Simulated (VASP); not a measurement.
A run of VASP 6.6.1 is set up as follows.

The input INCAR:

```
SYSTEM = Li2O
ALGO = Normal
EDIFF = 1E-6
ENCUT = 750
GGA = RE
GGA_COMPAT = .FALSE.
ISIF = 2
ISMEAR = 0
LASPH = .TRUE.
LCHARG = .FALSE.
LREAL = .FALSE.
LWAVE = .FALSE.
NBANDS = 13
NELM = 120
PREC = Accurate
SIGMA = 0.05
```

KPOINTS

```
k-points
0
G
  8 8 8
  0 0 0
```

Contents of POSCAR:

```
Li2O
1.0
    0.0000000000      2.3272615618      2.3272615618
    2.3272615618      0.0000000000      2.3272615618
    2.3272615618      2.3272615618      0.0000000000
Li O
2 1
Direct
    0.2500000000      0.2500000000      0.2500000000
    0.7500000000      0.7500000000      0.7500000000
    0.0000000000      0.0000000000      0.0000000000
```

Potentials or basis: VASP PAW PBE potentials, release 64 (Li_sv, O).

The run is started by

```console
$ cat potpaw_PBE.64/Li_sv/POTCAR potpaw_PBE.64/O/POTCAR > POTCAR
$ mpirun -np 1 vasp_std > vasp.out
```

(1) Predict the pressure.

(2) Predict the band gap on the k mesh.

## Answers

(1) 1.1 GPa.

(2) 5.04 eV (least direct gap 5.17 eV).

Caveat: the PAW data sets were made with another functional, which shifts forces and pressure a little.
